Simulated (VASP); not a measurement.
A run of VASP 6.6.1 is set up as follows.

Contents of POSCAR:

```
SiH4CSO
1.0
    8.8044230000      0.0000000000      0.0000000000
    0.0000000000      8.8044230000      0.0000000000
    0.0000000000      0.0000000000      8.8044230000
O C S Si H
3 3 3 3 12
Direct
    0.3878391577      0.6203813697     -0.1509127855
    0.7233864161      0.3579450919      0.2943066229
    0.9258869093      0.4321691495      0.0043955180
    0.3678492049      0.5560727830     -0.0410816245
    0.6771596503      0.2488181224      0.2349728086
    0.9236834714      0.5610248394      0.0132433437
    0.3676334043      0.4984312998      0.1381237589
    0.6316484340      0.1132498972      0.1239717810
    0.9109285185      0.7446370989      0.0391280610
    0.7740995634      0.9020011874      0.6273892111
    0.3267335066      0.0928283432      0.5296315272
    0.1012899994      0.5425114173      0.5930201218
    0.7852189746      1.0334237689      0.5136736388
    0.7846283624      0.7653198852      0.5370709699
    0.9049656065      0.9125867760      0.7486123736
    0.6462774449      0.9017172392      0.7238407332
    0.2805976042     -0.0395710202      0.4570316533
    0.4229805860      0.1031754154      0.6491623585
    0.3716427527      0.2124841117      0.4039560571
    0.1904838057      0.1669842533      0.5514387485
    0.0731223386      0.4256610569      0.7323932528
    0.2410947316      0.5581626417      0.5031789136
   -0.0190358868      0.5415687093      0.4921276499
    0.0828674406      0.6858257492      0.6900395404
```

File INCAR.step1:

```
PREC = Accurate
ENCUT = 520
ISMEAR = -1
SIGMA = 0.05
LREAL = Auto
LASPH = T
NELM = 100
NBANDS = 54
GGA = PE
ALGO = Normal
EDIFF = 1E-4
LWAVE = T
LCHARG = F
```

INCAR.step2

```
PREC = Accurate
ENCUT = 520
EDIFF = 1E-7
ISMEAR = -1
SIGMA = 0.05
LREAL = Auto
LASPH = T
NELM = 100
ALGO = Normal
ISIF = 2
LWAVE = F
LCHARG = F
METAGGA = R2SCAN
LMIXTAU = T
IVDW = 12
VDW_S6 = 1.0
VDW_S8 = 0.78981345
VDW_A1 = 0.49484001
VDW_A2 = 5.73083694
NBANDS = 54
ISTART = 1
```

Contents of KPOINTS:

```
regular mesh
0
Gamma
  1 1 1
```

Potentials or basis: VASP PAW PBE potentials, release 64 (O, C, S, Si, H).

The run is started by

```sh
$ cat potpaw_PBE.64/O/POTCAR potpaw_PBE.64/C/POTCAR potpaw_PBE.64/S/POTCAR potpaw_PBE.64/Si/POTCAR potpaw_PBE.64/H/POTCAR > POTCAR
$ cp INCAR.step1 INCAR
$ mpirun -np 1 vasp_gam > vasp.out
$ cp INCAR.step2 INCAR
$ mpirun -np 1 vasp_gam > vasp.out
```

Predict the pressure.

-0.1 GPa.

Estimate the dispersion energy per atom.

-0.021 eV.

Stress tensor (GPa, compression positive):
```
 1.45 -0.52  0.12
-0.52 -0.71  0.62
 0.12  0.62 -1.19
```

Caveat: the k points lie up to 0.71 Å⁻¹ apart; the atoms stand as in a frame of molecular dynamics; the PAW data sets were made with another functional, which shifts forces and pressure a little.
